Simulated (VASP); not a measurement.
Input of a VASP 6.6.1 run:

File INCAR:

```
PREC     = Accurate       # precision mode
ENCUT    = 520            # plane-wave cutoff, eV
EDIFF    = 1E-6           # SCF threshold, eV
ISMEAR   = 0              # smearing method
SIGMA    = 0.02           # smearing width, eV
LREAL    = Auto         
LASPH    = True           # aspherical terms in the spheres
NELM     = 80             # most SCF steps
ALGO     = Normal         # electronic algorithm
ISIF     = 2              # what is computed and relaxed
LWAVE    = False          # write WAVECAR
LCHARG   = False          # write CHGCAR
GGA      = PE             # functional
IVDW     = 12             # dispersion correction
NBANDS   = 53             # bands
```

The input KPOINTS:

```
regular mesh
0
Gamma
  2 2 2
```

File POSCAR:

```
Si16Ge
1.0
    0.0000000000      5.4300000000      5.4300000000
    5.4300000000      0.0000000000      5.4300000000
    5.4300000000      5.4300000000      0.0000000000
Si Ge
16 1
Direct
   -0.0267375691     -0.0263473297      0.0803977901
    0.1287169429      0.1291526703      0.1370756906
    0.0136917127      0.0143904236      0.5096014733
    0.1005637201      0.1009220994      0.6987062615
    0.0154713628      0.4994720994     -0.0139139042
    0.1290468692      0.6060577348      0.1363142726
    0.0155313076      0.4625119705      0.5086685083
    0.1541224678      0.6160611418      0.6148950276
    0.4990442910      0.0159017495     -0.0139205341
    0.6056760589      0.1294462247      0.1362957643
    0.4621870166      0.0158197974      0.5086717311
    0.6154824125      0.1545142726      0.6148636280
    0.4993559853      0.4997611418     -0.0147541436
    0.6453988950      0.6458327808      0.0633081031
    0.5195267035      0.5199559853      0.4406515654
    0.6154112339      0.6157887661      0.6143360958
    0.8187761510      0.8189958564      0.5420708103
```

Potentials or basis: VASP PAW PBE potentials, release 64 (Si, Ge_d).

Command:

```console
$ cat potpaw_PBE.64/Si/POTCAR potpaw_PBE.64/Ge_d/POTCAR > POTCAR
$ mpirun -np 1 vasp_std > vasp.out
```

(1) Predict the pressure.

(2) What does it give for the dispersion energy per atom?

(3) Estimate the largest force.

(4) Predict the band gap on the k mesh.

Results:

(1) 2.6 GPa.

(2) -0.333 eV.

(3) 0.040 eV/Å.

(4) 0.12 eV.

Caveat: the k points lie up to 0.50 Å⁻¹ apart; semilocal functionals underestimate gaps, and a narrow one can read as zero.
